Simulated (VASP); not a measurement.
EuS, 2 atoms in the cell. It takes space group Fm-3m (No. 225, cubic). The conventional cell has a = 5.772 Å, b = 5.772 Å, c = 5.772 Å, α = 90.00°, β = 90.00°, γ = 90.00°. Eu (site symmetry m-3m) has 6 S at 2.89 Å within 3.8 Å. Within 3.8 Å of S (site symmetry m-3m) lie 6 Eu at 2.89 Å. 

- Program: VASP 6.6.1
- Task: single point
- Functional: PBE
- Dispersion: D4
- Potentials or basis: VASP PAW PBE potentials, release 64 (Eu, S)
- Cutoff: 600 eV
- k mesh: 6 × 6 × 6
- Occupations: fermi-dirac, width 0.1 eV
- Spin: collinear spin, ferromagnetic start
- Starting moments: [7.0, 0.0] μB
- Dipole correction: no
- Further INCAR settings: ALGO = Normal; EDIFF = 1e-06; NBANDS = 22

Potentials or basis: VASP PAW PBE potentials, release 64 (Eu, S).

The run is started by

```bash
$ cat potpaw_PBE.64/Eu/POTCAR potpaw_PBE.64/S/POTCAR > POTCAR
$ mpirun -np 1 vasp_std > vasp.out
```

Hardware: 1 thread of Intel Xeon 8259CL, on a shared host.

Question: Estimate the wall time of this run.

Answer: It took 2.7 min on 1 thread of Intel Xeon 8259CL, with other jobs on the host, peak memory 0.26 GiB. Counts: scf iterations 17, k points 16.
